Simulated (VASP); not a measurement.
# Ta (Immm) in VASP: further runs

The runs below take Ta through single point, with PBE.

Everything below comes from runs of VASP 6.6.1. Logs are shortened: lines on timing, memory, paths and dates and some standing lists are left out, and cuts for length are marked.

## 1. The cell of the first run

It takes space group Immm (No. 71, orthorhombic). The conventional cell has a = 3.319 Å, b = 3.410 Å, c = 3.817 Å, α = 90.00°, β = 90.00°, γ = 90.00°. Ta (site symmetry mmm) has 14 Ta at 3.05 to 3.82 Å within 4.0 Å.

## 2. Single point, PBE (normal strain along x +0.0275, normal strain along z +0.1500)

Contents of INCAR:

```
SYSTEM = Ta
PREC     = Accurate       ! precision mode
ENCUT    = 520            ! plane-wave cutoff, eV
EDIFF    = 1E-6           ! SCF threshold, eV
ISMEAR   = 0              ! smearing method
SIGMA    = 0.15           ! smearing width, eV
LREAL    = .False.        ! projectors in reciprocal space
LASPH    = .True.         ! aspherical terms in the spheres
NELM     = 100            ! most SCF steps
ALGO     = Fast           ! electronic algorithm
ISIF     = 2              ! what is computed and relaxed
LWAVE    = .False.        ! write WAVECAR
LCHARG   = .False.        ! write CHGCAR
GGA      = PE             ! functional
NBANDS   = 12             ! bands
```

Contents of KPOINTS:

```
regular mesh
0
Gamma
  18 18 18
  0 0 0
```

Contents of POSCAR:

```
Ta
1.0
   -1.7051193670      1.6594835689      1.9084061042
    1.7051193670     -1.6594835689      1.9084061042
    1.7051193670      1.6594835689     -1.9084061042
Ta
1
Direct
    0.0000000000      0.0000000000      0.0000000000
```

Potentials or basis: VASP PAW PBE potentials, release 64 (Ta_pv).

Started as:

```bash
$ cat potpaw_PBE.64/Ta_pv/POTCAR > POTCAR
$ mpirun -np 1 vasp_std > vasp.out
```

OUTCAR:

```text
SYSTEM = Ta
   PREC = Accurate
   ENCUT = 520
   EDIFF = 1E-6
   ISMEAR = 0
   LREAL = .False.
   LASPH = .True.
   NELM = 100
   ISIF = 2
   GGA = PE

 ion  position               nearest neighbor table
   1  0.000  0.000  0.000-

  LATTYP: Found a body centered orthorhombic cell.
 ALAT       =     3.3189671378
 B/A-ratio  =     1.0275000000
 C/A-ratio  =     1.1500000000

  Lattice vectors:

 A1 = (   1.7051193670,  -1.6594835689,  -1.9084061042)
 A2 = (  -1.7051193670,   1.6594835689,  -1.9084061042)
 A3 = (   1.7051193670,   1.6594835689,   1.9084061042)

Analysis of symmetry for initial positions (statically):
=====================================================================
 Subroutine PRICEL returns:
 Original cell was already a primitive cell.

 Routine SETGRP: Setting up the symmetry group for a
 body centered orthorhombic supercell.

 Subroutine GETGRP returns: Found  8 space group operations
 (whereof  8 operations were pure point group operations)
 out of a pool of  8 trial point group operations.

The static configuration has the point symmetry D_2h.

Analysis of symmetry for dynamics (positions and initial velocities):
=====================================================================
 Subroutine PRICEL returns:
 Original cell was already a primitive cell.

 Routine SETGRP: Setting up the symmetry group for a
 body centered orthorhombic supercell.

 Subroutine GETGRP returns: Found  8 space group operations
 (whereof  8 operations were pure point group operations)
 out of a pool of  8 trial point group operations.

The dynamic configuration has the point symmetry D_2h.

 Subroutine INISYM returns: Found  8 space group operations
 (whereof  8 operations are pure point group operations),
 and found     1 'primitive' translations

----------------------------------------------------------------------------------------

                                     Primitive cell

  volume of cell :      21.6002

  direct lattice vectors                    reciprocal lattice vectors
    -1.705119367  1.659483569  1.908406104     0.000000000  0.301298554  0.261998743
     1.705119367 -1.659483569  1.908406104     0.293234603  0.000000000  0.261998743
     1.705119367  1.659483569 -1.908406104     0.293234603  0.301298554  0.000000000

  length of vectors
     3.050136330  3.050136330  3.050136330     0.399279551  0.393230051  0.420437095

  position of ions in fractional coordinates (direct lattice)
     0.000000000  0.000000000  0.000000000

  ion indices of the primitive-cell ions
   primitive index   ion index
                 1           1

----------------------------------------------------------------------------------------

 KPOINTS: regular mesh

Automatic generation of k-mesh.
 Grid dimensions read from file:
 generate k-points for:   18   18   18

 Generating k-lattice:

  Cartesian coordinates                     Fractional coordinates (reciprocal lattice)
     0.000000000  0.016738809  0.014555486     0.055555556  0.000000000  0.000000000
     0.016290811  0.000000000  0.014555486     0.000000000  0.055555556 -0.000000000
     0.016290811  0.016738809  0.000000000     0.000000000 -0.000000000  0.055555556

  Length of vectors
     0.022182197  0.021846114  0.023357616

  Shift w.r.t. Gamma in fractional coordinates (k-lattice)
     0.000000000  0.000000000  0.000000000

 Subroutine IBZKPT returns following result:
 ===========================================

 Found    865 irreducible k-points:

 Following reciprocal coordinates:
            Coordinates               Weight
  0.000000  0.000000  0.000000      1.000000
  0.055556  0.000000  0.000000      4.000000
  0.111111  0.000000  0.000000      4.000000
  0.166667  0.000000 -0.000000      4.000000
  0.222222  0.000000  0.000000      4.000000
  0.277778  0.000000  0.000000      4.000000
[... 16 lines left out ...]
 -0.333333  0.055556  0.000000      8.000000
 -0.277778  0.055556 -0.000000      8.000000
 [... further k-points ...]
   k-points           NKPTS =    865   k-points in BZ     NKDIM =    865   number of bands    NBANDS=     12
   number of dos      NEDOS =    301   number of ions     NIONS =      1
   total plane-waves  NPLWV =  13824
   dimension x,y,z NGX =    24 NGY =   24 NGZ =   24
   dimension x,y,z NGXF=    48 NGYF=   48 NGZF=   48
   ions per type =               1
   NGX,Y,Z   is equivalent  to a cutoff of  13.08, 13.08, 13.08 a.u.
   NGXF,Y,Z  is equivalent  to a cutoff of  26.16, 26.16, 26.16 a.u.
 SYSTEM =  Ta
   PREC   = accura    normal or accurate (medium, high low for compatibility)
   ISTART =      0    job   : 0-new  1-cont  2-samecut
   ICHARG =      2    charge: 1-file 2-atom 10-const
   ISPIN  =      1    spin polarized calculation?
   LNONCOLLINEAR =      F non collinear calculations
   LSORBIT =      F    spin-orbit coupling
   LASPH  =      T    aspherical Exc in radial PAW
   ENCUT  =  520.0 eV  38.22 Ry    6.18 a.u.   5.67  5.67  5.67*2*pi/ulx,y,z
   NELM   =    100;   NELMIN=  2; NELMDL= -5     # of ELM steps
   EDIFF  = 0.1E-05   stopping-criterion for ELM
   LREAL  =      F    real-space projection
   EDIFFG = 0.1E-04   stopping-criterion for IOM
   NSW    =      0    number of steps for IOM
   IBRION =     -1    ionic relax: 0-MD 1-quasi-New 2-CG
   NFREE  =      0    steps in history (QN), initial steepest desc. (CG)
   ISIF   =      2    stress and relaxation
   ISYM   =      2    0-nonsym 1-usesym 2-fastsym
   POTIM  = 0.5000    time-step for ionic-motion
   TEBEG  =    0.0;   TEEND  =   0.0 temperature during run
   PSTRESS=    0.0 pullay stress
   NELECT =      11.0000    total number of electrons
   NUPDOWN=      -1.0000    fix difference up-down
   EMIN   =  10.00;   EMAX   =-10.00  energy-range for DOS
   EFERMI =   0.00;   METHOD = LEGACY
   ISMEAR =     0;   SIGMA  =   0.15  broadening in eV -4-tet -1-fermi 0-gaus
   EFERMI_NEDOS =   21; number of points for ismear=-14 and -15
   IALGO  =     68    algorithm
   IMIX   =      4    mixing-type and parameters
     AMIX     =   0.40;   BMIX     =  1.00
     AMIX_MAG =   1.60;   BMIX_MAG =  1.00
  volume/ion in A,a.u.               =      21.60       145.77
  Fermi-wavevector in a.u.,A,eV,Ry     =   1.307333  2.470501 23.253983  1.709120
  Thomas-Fermi vector in A             =   2.438075
   LORBIT       =      0    0 simple, 1 ext, 2 COOP (PROOUT), +10 PAW based schemes
   GGA     = PE    functional components
   LHFCALC =     F    Hartree Fock is set to
   AEXX    =    0.0000 exact exchange contribution
   IVDW    =     0    specifies the selected vdW correction
   LEPSILON=     F    determine dielectric tensor
   LRPA    =     F    only Hartree local field effects (RPA)
 non-spin polarized calculation
 RMM-DIIS sequential band-by-band and
 Gauss-broadening in eV      SIGMA  =   0.15
  energy-cutoff  :      520.00
  volume of cell :       21.60
 maximum number of plane-waves:       607
   NGX = 11   NGY = 11   NGZ = 11

 number of electron      11.0000000 magnetization

 Free energy of the ion-electron system (eV)
  ---------------------------------------------------
  ext. energy  EPLUGINS =         0.00000000
  ---------------------------------------------------
  free energy    TOTEN  =       -11.50465301 eV

  energy without entropy =      -11.48696244  energy(sigma->0) =      -11.49580773

 E-fermi :   4.1924     XC(G=0): -11.7173

 val. band max:        4.1920021617   @ k =   0.3889  -0.0556   0.0556
 cond. band min:       4.1933801719   @ k =  -0.1111   0.3889   0.1111
 fundamental gap:      0.0013780101
 Fermi energy:         4.1924193396

 k-point     1 :       0.0000    0.0000    0.0000
  band No.  band energies     occupation
      1     -29.6822      2.00000
      2     -29.6733      2.00000
      3     -29.6648      2.00000
      4      -3.0843      2.00000
      5       4.3847      0.06985
      6       4.7034      0.00000
      7       5.7012      0.00000
      8       6.5382      0.00000
      9       8.0494      0.00000
     10      17.1817      0.00000
     11      18.7782      0.00000
     12      19.2972      0.00000

 k-point     2 :       0.0556    0.0000    0.0000
  band No.  band energies     occupation
      1     -29.6963      2.00000
      2     -29.6790      2.00000
      3     -29.6714      2.00000
      4      -2.9745      2.00000
      5       4.4202      0.03177
      6       4.6822      0.00000
      7       5.6985      0.00000
      8       6.5051      0.00000
      9       7.9837      0.00000
     10      17.3959      0.00000
     11      18.9722      0.00000
     12      19.3430      0.00000

 k-point     3 :       0.1111    0.0000    0.0000
  band No.  band energies     occupation
      1     -29.7517      2.00000
      2     -29.6951      2.00000
      3     -29.6751      2.00000
      4      -2.6538      2.00000
      5       4.4676      0.00947
      6       4.5927      0.00016
      7       5.7619      0.00000
      8       6.4495      0.00000
      9       7.8307      0.00000
     10      17.9282      0.00000
     11      19.3098      0.00000
     12      19.5358      0.00000
[... 286 lines left out ...]
 k-point    23 :      -0.3333    0.0556    0.0000
  band No.  band energies     occupation
      1     -30.1145      2.00000
      2     -29.7986      2.00000
      3     -29.6960      2.00000
      4      -0.3790      2.00000
      5       3.7923      1.99984
      6       3.8756      1.99718
      7       6.5269      0.00000
      8       7.7400      0.00000
      9       8.1044      0.00000
     10      16.0010      0.00000
     11      17.5471      0.00000
     12      18.1672      0.00000

 k-point    24 :      -0.2778    0.0556   -0.0000
  band No.  band energies     occupation
      1     -30.0106      2.00000
      2     -29.7659      2.00000
      3     -29.6940      2.00000
      4      -1.0402      2.00000
      5       3.8925      1.99531
      6       4.1172      1.52164
      7       6.5448      0.00000
      8       6.9453      0.00000
      9       7.8204      0.00000
     10      17.1893      0.00000
     11      18.1580      0.00000
     12      18.7187      0.00000

 [... further k-points ...]
[... 5 lines left out ...]
  --------------------------------------------------------------------------------------
  -------------------------------------------------------------------------------------
  Total       -2.8357979     -2.7476159     -3.6206943     -0.0000000      0.0000000      0.0000000
  in kB     -210.3426416   -203.8018249   -268.5615933     -0.0000000      0.0000000      0.0000000
  external PRESSURE =    -227.5686866 kB  Pullay stress =       0.0000000 kB

 VOLUME and BASIS-vectors are now :
 -----------------------------------------------------------------------------
  energy-cutoff  :      520.00
  volume of cell :       21.60
      direct lattice vectors                 reciprocal lattice vectors
    -1.705119367  1.659483569  1.908406104     0.000000000  0.301298554  0.261998743
     1.705119367 -1.659483569  1.908406104     0.293234603  0.000000000  0.261998743
     1.705119367  1.659483569 -1.908406104     0.293234603  0.301298554  0.000000000

 POSITION                                       TOTAL-FORCE (eV/Angst)
 -----------------------------------------------------------------------------------
      0.00000      0.00000      0.00000        -0.000000      0.000000      0.000000
 -----------------------------------------------------------------------------------
    total drift:                                0.000000      0.000000     -0.000000

  FREE ENERGIE OF THE ION-ELECTRON SYSTEM (eV)
  ---------------------------------------------------
  free  energy   TOTEN  =       -11.5046530116 eV

  energy  without entropy=      -11.4869624448  energy(sigma->0) =      -11.49580773
```

Run time: 62 s. Hardware: 1 thread of Intel Xeon 6975P-C (Granite Rapids), shared host; peak memory 0.32 GiB.

Results:

| Property | Result |
| --- | --- |
| Free energy | -11.5047 eV |
| Pressure | -22.8 GPa |

Caveat: the cell differs from its parent crystal (normal strain along x +0.0275, normal strain along z +0.1500); spin-orbit coupling is left out, which moves the levels of the heavy elements.

## 3. Single point, PBE (normal strain along x -0.0275, normal strain along z -0.1500)

Contents of INCAR:

```
SYSTEM = Ta
  PREC = Accurate
  ENCUT = 520
  EDIFF = 1E-6
  ISMEAR = 0
  SIGMA = 0.15
  LREAL = .False.
  LASPH = .True.
  NELM = 100
  ALGO = Fast
  ISIF = 2
  LWAVE = .False.
  LCHARG = .False.
  GGA = PE
  NBANDS = 12
```

KPOINTS is that of step 2.

Contents of POSCAR:

```
Ta
1.0
   -1.6138477708      1.6594835689      1.4105610336
    1.6138477708     -1.6594835689      1.4105610336
    1.6138477708      1.6594835689     -1.4105610336
Ta
1
Direct
    0.0000000000      0.0000000000      0.0000000000
```

Potentials or basis: VASP PAW PBE potentials, release 64 (Ta_pv).

Started as:

```bash
$ cat potpaw_PBE.64/Ta_pv/POTCAR > POTCAR
$ mpirun -np 1 vasp_std > vasp.out
```

Wall time 78 s (1 thread of Intel Xeon 6975P-C, shared host); peak memory 0.26 GiB.

It converged, with:

```yaml
Free_energy: -11.2429 eV
Pressure: 56.8 GPa
```

Stress tensor (GPa, compression positive):
```
50.94  0.00  0.00
 0.00 46.36  0.00
 0.00  0.00 73.21
```

Levels at points of the mesh, in eV from the Fermi level:
```tsv
k point	band 3	band 4	band 5	band 6	band 7	band 8
(0.00, 0.00, 0.00)	-32.47	-8.72	-0.91	1.44	1.79	2.46
(0.50, 0.00, 0.00)	-32.72	-5.43	-2.80	2.89	3.89	7.65
(0.00, 0.50, 0.00)	-32.75	-5.45	-3.18	3.12	4.62	7.72
(0.50, 0.50, 0.00)	-32.49	-5.38	-0.47	1.58	2.26	4.69
(0.50, 0.50, 0.50)	-33.45	-5.41	-4.90	7.99	8.13	8.66
```

Caveat: the cell differs from its parent crystal (normal strain along x -0.0275, normal strain along z -0.1500); spin-orbit coupling is left out, which moves the levels of the heavy elements.

## 4. Single point, PBE (normal strain along x -0.0825, normal strain along z -0.0750)

Contents of INCAR:

```
SYSTEM = Ta
ALGO = Fast ; EDIFF = 1E-6
ENCUT = 520 ; GGA = PE
ISIF = 2 ; ISMEAR = 0
LASPH = .True. ; LCHARG = .False.
LREAL = .False. ; LWAVE = .False.
NBANDS = 12 ; NELM = 80
PREC = Accurate ; SIGMA = 0.15
```

Contents of KPOINTS:

```
k-points
0
Gamma
  18 18 18
  0 0 0
```

Contents of POSCAR:

```
Ta
1.0
   -1.5225761745      1.6594835689      1.5350223012
    1.5225761745     -1.6594835689      1.5350223012
    1.5225761745      1.6594835689     -1.5350223012
Ta
1
Direct
    0.0000000000      0.0000000000      0.0000000000
```

Started as:

```bash
$ cat potpaw_PBE.64/Ta_pv/POTCAR > POTCAR
$ mpirun -np 1 vasp_std > vasp.out
```

Run time: 86 s. Hardware: 1 thread of Intel Xeon 6975P-C, shared host; peak memory 0.26 GiB.

The run converged. Its results:

| Item | Value |
| --- | --- |
| Free energy | -11.4453 eV |
| Pressure | 44.7 GPa |

Stress tensor (GPa, compression positive):
```
50.04  0.00  0.00
 0.00 35.29  0.00
 0.00  0.00 48.88
```

Levels at points of the mesh, in eV from the Fermi level:
```tsv
k point	band 3	band 4	band 5	band 6	band 7	band 8
(0.00, 0.00, 0.00)	-32.50	-8.50	0.28	0.41	1.52	3.58
(0.50, 0.00, 0.00)	-32.51	-5.13	-1.56	2.13	3.47	5.81
(0.00, 0.50, 0.00)	-32.62	-5.18	-2.85	2.88	5.60	6.33
(0.50, 0.50, 0.00)	-32.52	-5.13	-1.70	2.21	3.56	5.99
(0.50, 0.50, 0.50)	-33.66	-4.99	-4.67	7.84	8.23	8.27
```

Caveat: the cell differs from its parent crystal (normal strain along x -0.0825, normal strain along z -0.0750); spin-orbit coupling is left out, which moves the levels of the heavy elements.

## 5. The runs side by side

| cell | gap on the mesh (eV) | pressure (GPa) |
| --- | --- | --- |
| a = 3.050 Å, angles 112.0, 114.1, 102.5°, 1 atom | none | -22.8 |
| a = 2.711 Å, angles 106.9, 104.5, 117.3°, 1 atom | none | 56.8 |
| a = 2.726 Å, angles 112.1, 105.0, 111.4°, 1 atom | none | 44.7 |

Alike in all rows: task single point; level PBE; potentials or basis VASP PAW PBE potentials, release 64 (Ta_pv); no spin polarisation; k mesh 18 × 18 × 18; cutoff (eV) 520; smearing gaussian 0.15 eV.

Caveats: spin-orbit coupling is left out, which moves the levels of the heavy elements.

Total energies depend on the potentials used, so only differences within one code and one set of settings carry meaning.
